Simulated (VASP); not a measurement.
Here is a VASP 6.6.1 calculation.

File INCAR:

```
PREC = Accurate
ENCUT = 520
EDIFF = 1E-6
ISMEAR = 0
SIGMA = 0.1
LREAL = False
LASPH = True
NELM = 100
ALGO = Normal
ISIF = 2
LWAVE = False
LCHARG = False
NBANDS = 43
```

The input KPOINTS:

```
regular mesh
0
Gamma
  6 6 4
```

The input POSCAR:

```
Si2W
1.0
    4.6168523800      0.0000000000      0.0000000000
   -2.3084261900      3.9983114500      0.0000000000
    0.0000000000      0.0000000000      6.6532220000
Si W
6 3
Direct
    0.8363740000      0.6727480000      0.5000000000
    0.1636260000      0.8363740000      0.8333333300
    0.6727480000      0.8363740000      0.1666666700
    0.1636260000      0.3272520000      0.5000000000
    0.8363740000      0.1636260000      0.8333333300
    0.3272520000      0.1636260000      0.1666666700
    0.0000000000      0.5000000000      0.1666666700
    0.5000000000      0.5000000000      0.8333333300
    0.5000000000      0.0000000000      0.5000000000
```

Potentials or basis: VASP PAW LDA potentials, release 64 (Si, W_sv).

Launch:

```bash
$ cat potpaw_LDA.64/Si/POTCAR potpaw_LDA.64/W_sv/POTCAR > POTCAR
$ mpirun -np 1 vasp_std > vasp.out
```

Question: Estimate the largest force.

Answer: 0.051 eV/Å.

Question: What does it give for the band gap on the k mesh?

Answer: Zero (bands 33 and 34 overlap by 0.01 eV).

Question: Predict the pressure.

Answer: -8.6 GPa.

Forces in eV/Å, atoms in the order of the input:
```
Si   0.000 -0.051  0.000
Si   0.044 -0.026  0.000
Si  -0.044 -0.026  0.000
Si   0.000  0.051  0.000
Si  -0.044  0.026  0.000
Si   0.044  0.026  0.000
W    0.000  0.000  0.000
W    0.000  0.000  0.000
W    0.000  0.000  0.000
```

Caveat: the cell stands under tension; spin-orbit coupling is left out, which moves the levels of the heavy elements.
